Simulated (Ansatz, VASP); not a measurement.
# One calculation of Si2Ni, two programs

Contents of INCAR:

```
SYSTEM = Si2Ni
  ALGO = Normal
  EDIFF = 1E-6
  ENCUT = 520
  GGA = PE
  ISIF = 2
  ISMEAR = -1
  ISPIN = 2
  LASPH = .True.
  LCHARG = .True.
  LELF = .True.
  LMAXMIX = 4
  LORBIT = 11
  LREAL = .False.
  LVHAR = .True.
  LWAVE = .False.
  MAGMOM = 0.49 0 0
  NBANDS = 20
  NELM = 150
  PREC = Accurate
  SIGMA = 0.05
```

The input KPOINTS:

```
k-points
0
Gamma
  9 9 9
  0 0 0
```

POSCAR

```
Si2Ni
1.0
    0.0000000000      2.7030000000      2.7030000000
    2.7030000000      0.0000000000      2.7030000000
    2.7030000000      2.7030000000      0.0000000000
Ni Si
1 2
Direct
    0.0000000000      0.0000000000      0.0000000000
    0.7500000000      0.7500000000      0.7500000000
    0.2500000000      0.2500000000      0.2500000000
```

Contents of input.yaml:

```yaml
crystal:
  lattice:
    - [0.0, 2.703, 2.703]
    - [2.703, 0.0, 2.703]
    - [2.703, 2.703, 0.0]
  atoms:
    - { symbol: Ni, position: [0.0, 0.0, 0.0], spin: 0.49 }
    - { symbol: Si, position: [0.75, 0.75, 0.75] }
    - { symbol: Si, position: [0.25, 0.25, 0.25] }
hamiltonian:
  xc: pbe
  pseudopotentials: { kind: paw }
magnetization:
  spin_polarized: true
kpoints:
  mp_grid: { grid: [9, 9, 9] }
scf:
  occupations: { method: fermi_dirac, width: 0.05 }
output:
  forces: true
  stress: true
  eigenvalues: true
```

Alike in both runs: task single point; functional PBE; k mesh 9 × 9 × 9; occupations fermi-dirac, width 0.05 eV; collinear spin.

|  | VASP | Ansatz |
| --- | --- | --- |
| version | VASP 6.6.1 | Ansatz 0.2.0 |
| potentials or method | VASP PAW PBE potentials, release 64 (Ni, Si) | Ansatz PAW |
| plane-wave cutoff (eV) | 520 | 420 |
| valence electrons in the cell | 18 | 26 |

```tsv
	VASP	Ansatz	Ansatz less VASP
gap on the k mesh at the Fermi level (eV)	none	none	-
pressure (GPa)	3.7	3.8	+0.12
net moment per atom (μB)	0.00	0.00	0.000
```

A gap of «none» marks a metal or a gap that the smearing closes. VASP's potentials hold 18 valence electrons a cell and Ansatz's 26, so a difference there can come from the potentials and not from the codes.
